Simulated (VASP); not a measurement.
# Ge (R-3) in VASP: a series of runs

Ge is run at these levels: LDA; tasks: single point.

Everything below comes from runs of VASP 6.6.1. Logs are shortened: lines on timing, memory, paths and dates and some standing lists are left out, and cuts for length are marked.

### 1 The cell of the first run

It takes space group R-3 (No. 148, trigonal). The conventional cell has a = 9.565 Å, b = 9.565 Å, c = 6.226 Å, α = 90.00°, β = 90.00°, γ = 120.00°. Within 3.2 Å of Ge (site symmetry 3) lie 4 Ge at 2.41 to 2.69 Å. Within 3.2 Å of Ge (site symmetry 1) lie 4 Ge at 2.41 to 2.56 Å.

### 2 Single point, LDA

INCAR reads:

```
SYSTEM = Ge
PREC = Accurate ; ENCUT = 520
EDIFF = 1E-7 ; ISMEAR = 0
SIGMA = 0.15 ; LREAL = .FALSE.
LASPH = .TRUE. ; NELM = 80
ALGO = Fast ; ISIF = 2
LWAVE = .FALSE. ; LCHARG = .TRUE.
GGA = CA ; LELF = .TRUE.
LVHAR = .TRUE. ; NBANDS = 66
```

KPOINTS reads:

```
Automatic mesh
0
G
  9 9 9
  0 0 0
```

POSCAR reads:

```
Ge
1.0
    4.7825000000      2.7611776624      2.0754666667
   -4.7825000000      2.7611776624      2.0754666667
    0.0000000000     -5.5223553248      2.0754666667
Ge
8
Direct
    0.7160372198      0.7160372198      0.7160372198
    0.2839627802      0.2839627802      0.2839627802
    0.0289443365      0.7253625346      0.5322921793
    0.5322921793      0.0289443365      0.7253625346
    0.7253625346      0.5322921793      0.0289443365
    0.9710556635      0.2746374654      0.4677078207
    0.4677078207      0.9710556635      0.2746374654
    0.2746374654      0.4677078207      0.9710556635
```

Potentials or basis: VASP PAW LDA potentials, release 64 (Ge_d).

Started as:

```
> cat potpaw_LDA.64/Ge_d/POTCAR > POTCAR
> mpirun -np 1 vasp_std > vasp.out
```

OUTCAR:

```text
SYSTEM = Ge
   PREC = Accurate
   ENCUT = 520
   EDIFF = 1E-7
   ISMEAR = 0
   LREAL = .FALSE.
   LASPH = .TRUE.
   NELM = 80
   ISIF = 2
   GGA = CA

 ion  position               nearest neighbor table
   1  0.716  0.716  0.716-   4 2.41   3 2.41   5 2.41   2 2.69
   2  0.284  0.284  0.284-   7 2.41   6 2.41   8 2.41   1 2.69
   3  0.029  0.725  0.532-   1 2.41   6 2.46   4 2.56   5 2.56
   4  0.532  0.029  0.725-   1 2.41   7 2.46   5 2.56   3 2.56
   5  0.725  0.532  0.029-   1 2.41   8 2.46   4 2.56   3 2.56
   6  0.971  0.275  0.468-   2 2.41   3 2.46   7 2.56   8 2.56
   7  0.468  0.971  0.275-   2 2.41   4 2.46   8 2.56   6 2.56
   8  0.275  0.468  0.971-   2 2.41   5 2.46   7 2.56   6 2.56

  LATTYP: Found a trigonal (rhomboedric) cell.
 ALAT       =     5.8994889794
 COS(alpha) =    -0.3143504093

  Lattice vectors:

 A1 = (   4.7825000000,   2.7611776624,   2.0754666667)
 A2 = (  -4.7825000000,   2.7611776624,   2.0754666667)
 A3 = (   0.0000000000,  -5.5223553248,   2.0754666667)

Analysis of symmetry for initial positions (statically):
=====================================================================
 Subroutine PRICEL returns:
 Original cell was already a primitive cell.

 Routine SETGRP: Setting up the symmetry group for a
 trigonal (rhombohedral) supercell.

 Subroutine GETGRP returns: Found  6 space group operations
 (whereof  6 operations were pure point group operations)
 out of a pool of 12 trial point group operations.

The static configuration has the point symmetry S_6 .

Analysis of symmetry for dynamics (positions and initial velocities):
=====================================================================
 Subroutine PRICEL returns:
 Original cell was already a primitive cell.

 Routine SETGRP: Setting up the symmetry group for a
 trigonal (rhombohedral) supercell.

 Subroutine GETGRP returns: Found  6 space group operations
 (whereof  6 operations were pure point group operations)
 out of a pool of 12 trial point group operations.

The dynamic configuration has the point symmetry S_6 .

 Subroutine INISYM returns: Found  6 space group operations
 (whereof  6 operations are pure point group operations),
 and found     1 'primitive' translations

----------------------------------------------------------------------------------------

                                     Primitive cell

  volume of cell :     164.4434

  direct lattice vectors                    reciprocal lattice vectors
     4.782500000  2.761177662  2.075466667     0.104547831  0.060360718  0.160606450
    -4.782500000  2.761177662  2.075466667    -0.104547831  0.060360718  0.160606450
     0.000000000 -5.522355325  2.075466667     0.000000000 -0.120721436  0.160606450

  length of vectors
     5.899488979  5.899488979  5.899488979     0.200918135  0.200918135  0.200918135

  position of ions in fractional coordinates (direct lattice)
     0.716037220  0.716037220  0.716037220
     0.283962780  0.283962780  0.283962780
     0.028944336  0.725362535  0.532292179
     0.532292179  0.028944336  0.725362535
     0.725362535  0.532292179  0.028944336
     0.971055664  0.274637465  0.467707821
     0.467707821  0.971055664  0.274637465
     0.274637465  0.467707821  0.971055664

  ion indices of the primitive-cell ions
   primitive index   ion index
                 1           1
                 2           2
                 3           3
                 4           4
                 5           5
                 6           6
                 7           7
                 8           8

----------------------------------------------------------------------------------------

 KPOINTS: Automatic mesh

Automatic generation of k-mesh.
 Grid dimensions read from file:
 generate k-points for:    9    9    9

 Generating k-lattice:

  Cartesian coordinates                     Fractional coordinates (reciprocal lattice)
     0.011616426  0.006706746  0.017845161     0.111111111  0.000000000  0.000000000
    -0.011616426  0.006706746  0.017845161     0.000000000  0.111111111  0.000000000
     0.000000000 -0.013413493  0.017845161     0.000000000  0.000000000  0.111111111

  Length of vectors
     0.022324237  0.022324237  0.022324237

  Shift w.r.t. Gamma in fractional coordinates (k-lattice)
     0.000000000  0.000000000  0.000000000

 Subroutine IBZKPT returns following result:
 ===========================================

 Found    125 irreducible k-points:

 Following reciprocal coordinates:
            Coordinates               Weight
  0.000000  0.000000  0.000000      1.000000
  0.111111 -0.000000  0.000000      6.000000
  0.222222 -0.000000  0.000000      6.000000
  0.333333  0.000000  0.000000      6.000000
  0.444444 -0.000000  0.000000      6.000000
  0.111111  0.111111  0.000000      6.000000
[... 16 lines left out ...]
  0.444444  0.222222 -0.000000      6.000000
 -0.444444  0.000000 -0.222222      6.000000
 [... further k-points ...]
   k-points           NKPTS =    125   k-points in BZ     NKDIM =    125   number of bands    NBANDS=     66
   number of dos      NEDOS =    301   number of ions     NIONS =      8
   total plane-waves  NPLWV = 110592
   dimension x,y,z NGX =    48 NGY =   48 NGZ =   48
   dimension x,y,z NGXF=    96 NGYF=   96 NGZF=   96
   ions per type =               8
   NGX,Y,Z   is equivalent  to a cutoff of  13.53, 13.53, 13.53 a.u.
   NGXF,Y,Z  is equivalent  to a cutoff of  27.05, 27.05, 27.05 a.u.
 SYSTEM =  Ge
   PREC   = accura    normal or accurate (medium, high low for compatibility)
   ISTART =      0    job   : 0-new  1-cont  2-samecut
   ICHARG =      2    charge: 1-file 2-atom 10-const
   ISPIN  =      1    spin polarized calculation?
   LNONCOLLINEAR =      F non collinear calculations
   LSORBIT =      F    spin-orbit coupling
   LASPH  =      T    aspherical Exc in radial PAW
   ENCUT  =  520.0 eV  38.22 Ry    6.18 a.u.  10.97 10.97 10.97*2*pi/ulx,y,z
   NELM   =     80;   NELMIN=  2; NELMDL= -5     # of ELM steps
   EDIFF  = 0.1E-06   stopping-criterion for ELM
   LREAL  =      F    real-space projection
   EDIFFG = 0.1E-05   stopping-criterion for IOM
   NSW    =      0    number of steps for IOM
   IBRION =     -1    ionic relax: 0-MD 1-quasi-New 2-CG
   NFREE  =      0    steps in history (QN), initial steepest desc. (CG)
   ISIF   =      2    stress and relaxation
   ISYM   =      2    0-nonsym 1-usesym 2-fastsym
   POTIM  = 0.5000    time-step for ionic-motion
   TEBEG  =    0.0;   TEEND  =   0.0 temperature during run
   PSTRESS=    0.0 pullay stress
   NELECT =     112.0000    total number of electrons
   NUPDOWN=      -1.0000    fix difference up-down
   EMIN   =  10.00;   EMAX   =-10.00  energy-range for DOS
   EFERMI =   0.00;   METHOD = LEGACY
   ISMEAR =     0;   SIGMA  =   0.15  broadening in eV -4-tet -1-fermi 0-gaus
   EFERMI_NEDOS =   21; number of points for ismear=-14 and -15
   IALGO  =     68    algorithm
   IMIX   =      4    mixing-type and parameters
     AMIX     =   0.40;   BMIX     =  1.00
     AMIX_MAG =   1.60;   BMIX_MAG =  1.00
  volume/ion in A,a.u.               =      20.56       138.71
  Fermi-wavevector in a.u.,A,eV,Ry     =   1.440374  2.721913 28.227713  2.074678
  Thomas-Fermi vector in A             =   2.559126
   LORBIT       =      0    0 simple, 1 ext, 2 COOP (PROOUT), +10 PAW based schemes
   GGA     = CA    functional components
   LHFCALC =     F    Hartree Fock is set to
   AEXX    =    0.0000 exact exchange contribution
   IVDW    =     0    specifies the selected vdW correction
   LEPSILON=     F    determine dielectric tensor
   LRPA    =     F    only Hartree local field effects (RPA)
 non-spin polarized calculation
 RMM-DIIS sequential band-by-band and
 Gauss-broadening in eV      SIGMA  =   0.15
  energy-cutoff  :      520.00
  volume of cell :      164.44
 maximum number of plane-waves:      4454
 NGX is ok and might be reduce to    48
   NGX = 21   NGY = 21   NGZ = 21

 number of electron     112.0000004 magnetization

 Free energy of the ion-electron system (eV)
  ---------------------------------------------------
  ext. energy  EPLUGINS =         0.00000000
  ---------------------------------------------------
  free energy    TOTEN  =       -40.24177768 eV

  energy without entropy =      -40.22939125  energy(sigma->0) =      -40.23558447

 E-fermi :   5.4727     XC(G=0): -10.9279

 val. band max:        5.4704661701   @ k =  -0.3333  -0.3333   0.2222
 cond. band min:       5.4743517252   @ k =   0.1111  -0.1111  -0.4444
 fundamental gap:      0.0038855551
 Fermi energy:         5.4726794386

 k-point     1 :       0.0000    0.0000    0.0000
  band No.  band energies     occupation
      1     -19.4456      2.00000
      2     -19.4456      2.00000
      3     -19.4258      2.00000
      4     -19.4258      2.00000
      5     -19.4249      2.00000
      6     -19.3877      2.00000
[... 58 lines left out ...]
     65      10.7551      0.00000
     66      11.9332      0.00000

 k-point     2 :       0.1111   -0.0000    0.0000
  band No.  band energies     occupation
      1     -19.4462      2.00000
      2     -19.4448      2.00000
      3     -19.4272      2.00000
      4     -19.4241      2.00000
      5     -19.4219      2.00000
      6     -19.3907      2.00000
[... 58 lines left out ...]
     65      10.9113      0.00000
     66      11.5919      0.00000

 k-point     3 :       0.2222   -0.0000    0.0000
  band No.  band energies     occupation
      1     -19.4472      2.00000
      2     -19.4426      2.00000
      3     -19.4285      2.00000
      4     -19.4201      2.00000
      5     -19.4163      2.00000
      6     -19.3960      2.00000
[... 1438 lines left out ...]
     65       9.9314      0.00000
     66      10.4036      0.00000

 k-point    24 :      -0.4444    0.0000   -0.2222
  band No.  band energies     occupation
      1     -19.4451      2.00000
      2     -19.4370      2.00000
      3     -19.4266      2.00000
      4     -19.4119      2.00000
      5     -19.4093      2.00000
      6     -19.4000      2.00000
[... 58 lines left out ...]
     65       9.9086      0.00000
     66      10.6970      0.00000

 [... further k-points ...]

------------------------ aborting loop because EDIFF is reached ----------------------------------------

  FORCE on cell =-STRESS in cart. coord.  units (eV):
  Direction    XX          YY          ZZ          XY          YZ          ZX
  --------------------------------------------------------------------------------------
  -------------------------------------------------------------------------------------
  Total        2.7228185      2.7228185     -8.9560632      0.0000001      0.0000000      0.0000000
  in kB       26.5285142     26.5285142    -87.2592323      0.0000007      0.0000000      0.0000000
  external PRESSURE =     -11.4007346 kB  Pullay stress =       0.0000000 kB

 VOLUME and BASIS-vectors are now :
 -----------------------------------------------------------------------------
  energy-cutoff  :      520.00
  volume of cell :      164.44
      direct lattice vectors                 reciprocal lattice vectors
     4.782500000  2.761177662  2.075466667     0.104547831  0.060360718  0.160606450
    -4.782500000  2.761177662  2.075466667    -0.104547831  0.060360718  0.160606450
     0.000000000 -5.522355325  2.075466667     0.000000000 -0.120721436  0.160606450

 POSITION                                       TOTAL-FORCE (eV/Angst)
 -----------------------------------------------------------------------------------
      0.00000      0.00000      4.45833        -0.000000      0.000000     -0.711638
      0.00000      0.00000      1.76807        -0.000000      0.000000      0.711638
     -3.33062     -0.85673      2.67029         0.074097      0.482513     -0.008795
      2.40726     -2.45604      2.67029        -0.454917     -0.177086     -0.008795
      0.92336      3.31277      2.67029         0.380820     -0.305426     -0.008795
      3.33062      0.85673      3.55611        -0.074097     -0.482513      0.008795
     -2.40726      2.45604      3.55611         0.454917      0.177086      0.008795
     -0.92336     -3.31277      3.55611        -0.380820      0.305426      0.008795
 -----------------------------------------------------------------------------------
    total drift:                               -0.000000      0.000000      0.000000

  FREE ENERGIE OF THE ION-ELECTRON SYSTEM (eV)
  ---------------------------------------------------
  free  energy   TOTEN  =       -40.2417776766 eV

  energy  without entropy=      -40.2293912550  energy(sigma->0) =      -40.23558447
```

Run time: 58 min. Hardware: 1 thread of Oxide Virtual Turin-like, shared host; peak memory 0.83 GiB.

What came out:

```
Free energy            : -40.2418 eV
Pressure               : -1.1 GPa
Largest force          : 0.712 eV/Å
Band gap on the k mesh : zero (bands 56 and 57 overlap by 0.70 eV)
```

Forces on the atoms (eV/Å):
```
Ge   0.000  0.000 -0.712
Ge   0.000  0.000  0.712
Ge   0.074  0.483 -0.009
Ge  -0.455 -0.177 -0.009
Ge   0.381 -0.305 -0.009
Ge  -0.074 -0.483  0.009
Ge   0.455  0.177  0.009
Ge  -0.381  0.305  0.009
```

Levels at points of the mesh, in eV from the Fermi level:
```tsv
k point	band 52	band 53	band 54	band 55	band 56	band 57	band 58	band 59	band 60	band 61
(0.00, 0.00, 0.00)	-3.61	-3.61	-1.25	-1.25	-0.59	1.48	1.78	1.78	3.85	3.85
```

Caveat: semilocal functionals underestimate gaps, so a narrow gap can read as zero.

### 3 Single point, LDA

This run uses another cell than the first one, of 20.98 Å³/atom.

INCAR reads:

```
SYSTEM = Ge
PREC = Accurate ; ENCUT = 520
EDIFF = 1E-7 ; ISMEAR = 0
SIGMA = 0.15 ; LREAL = .FALSE.
LASPH = .TRUE. ; NELM = 80
ALGO = Fast ; ISIF = 2
LWAVE = .FALSE. ; LCHARG = .FALSE.
GGA = CA ; NBANDS = 66
```

KPOINTS reads:

```
regular mesh
0
G
  9 9 9
  0 0 0
```

Edit POSCAR of step 2 so:

```diff
@@ -2,5 +2,5 @@
 1.0
-    4.7825000000      2.7611776624      2.0754666667
-   -4.7825000000      2.7611776624      2.0754666667
-    0.0000000000     -5.5223553248      2.0754666667
+    4.8313000000      2.7893523555      2.0754666667
+   -4.8313000000      2.7893523555      2.0754666667
+    0.0000000000     -5.5787047111      2.0754666667
 Ge
```

Potentials or basis: VASP PAW LDA potentials, release 64 (Ge_d).

Started as:

```
> cat potpaw_LDA.64/Ge_d/POTCAR > POTCAR
> mpirun -np 1 vasp_std > vasp.out
```

Wall time 61 min (1 thread of Oxide Virtual Turin-like, shared host); peak memory 0.85 GiB.

The run converged. Its results:

```
Free energy            : -40.2759 eV
Pressure               : -2.6 GPa
Largest force          : 0.664 eV/Å
Band gap on the k mesh : zero (bands 56 and 57 overlap by 0.65 eV)
```

Forces in eV/Å, atoms in the order of the input:
```
Ge   0.000  0.000 -0.664
Ge   0.000  0.000  0.664
Ge   0.095  0.369 -0.060
Ge  -0.367 -0.102 -0.060
Ge   0.272 -0.266 -0.060
Ge  -0.095 -0.369  0.060
Ge   0.367  0.102  0.060
Ge  -0.272  0.266  0.060
```

Stress tensor (GPa, compression positive):
```
 0.53  0.00  0.00
 0.00  0.53  0.00
 0.00  0.00 -9.00
```

Levels at points of the mesh, in eV from the Fermi level:
| k point | band 52 | band 53 | band 54 | band 55 | band 56 | band 57 | band 58 | band 59 | band 60 | band 61 |
| --- | --- | --- | --- | --- | --- | --- | --- | --- | --- | --- |
| (0.00, 0.00, 0.00) | -3.51 | -3.51 | -1.22 | -1.22 | -0.57 | 1.44 | 1.75 | 1.75 | 3.85 | 3.85 |

Caveat: semilocal functionals underestimate gaps, so a narrow gap can read as zero.

(Part 1 of 2 ends here.)
